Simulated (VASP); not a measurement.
Wanted: the native input for a VASP 6.6.1 run.

```yaml
Task: relaxation of cell and atoms
Functional: PBE
Potentials_or_basis: VASP PAW PBE potentials, release 64 (Fe, B)
Cutoff: 600 eV
k_mesh: 22 × 22 × 22
Occupations: gaussian, width 0.1 eV
Spin: no spin polarisation
Dipole_correction: no
Further_INCAR_settings: ALGO = Normal; EDIFF = 1e-06; IBRION = 2; EDIFFG = -0.01; NSW = 100; ISIF = 3
```

The structure of FeB3 lies in POSCAR:

```
FeB3
1.0
   -1.4611887029      1.4611887029      3.1646167413
    1.4611887029     -1.4611887029      3.1646167413
    1.4611887029      1.4611887029     -3.1646167413
Fe B
1 3
Direct
    0.0000000000      0.0000000000      0.0000000000
    0.5000000000      0.5000000000      0.0000000000
    0.2500000000      0.7500000000      0.5000000000
    0.7500000000      0.2500000000      0.5000000000
```

One way to write it, as run:

INCAR

```
SYSTEM = FeB3
PREC = Accurate ; ENCUT = 600
EDIFF = 1E-6 ; ISMEAR = 0
SIGMA = 0.1 ; LREAL = .FALSE.
LASPH = .TRUE. ; NELM = 80
ALGO = Normal ; ISIF = 3
LWAVE = .FALSE. ; LCHARG = .FALSE.
GGA = PE ; IBRION = 2
NSW = 100 ; EDIFFG = -0.01
```

KPOINTS

```
regular mesh
0
G
  22 22 22
  0 0 0
```

Potentials or basis: VASP PAW PBE potentials, release 64 (Fe, B).

Launch:

```console
$ cat potpaw_PBE.64/Fe/POTCAR potpaw_PBE.64/B/POTCAR > POTCAR
$ mpirun -np 1 vasp_std > vasp.out
```

It gave:

```yaml
Relaxed_volume: 6.77 Å³/atom
Relaxed_cell: a = 3.782 Å, b = 3.782 Å, c = 3.782 Å, α = 134.51°, β = 134.51°, γ = 66.29°
Space_group_after_relaxing_to_0.1_Å: I4/mmm (No. 139)
Energy_gained_by_relaxing: 0.0 meV/atom
Ionic_steps: 3
Pressure_after_relaxing: 0.0 GPa
Band_gap_on_the_k_mesh: zero (an odd number of electrons rules out a gap without spin polarisation)
```

Caveat: the run has no spin polarisation, though such a crystal can be magnetic.

It took 6 min on 1 thread of Intel(R) Xeon(R) 6975P-C (Granite Rapids), with other jobs on the host, peak memory 0.49 GiB.
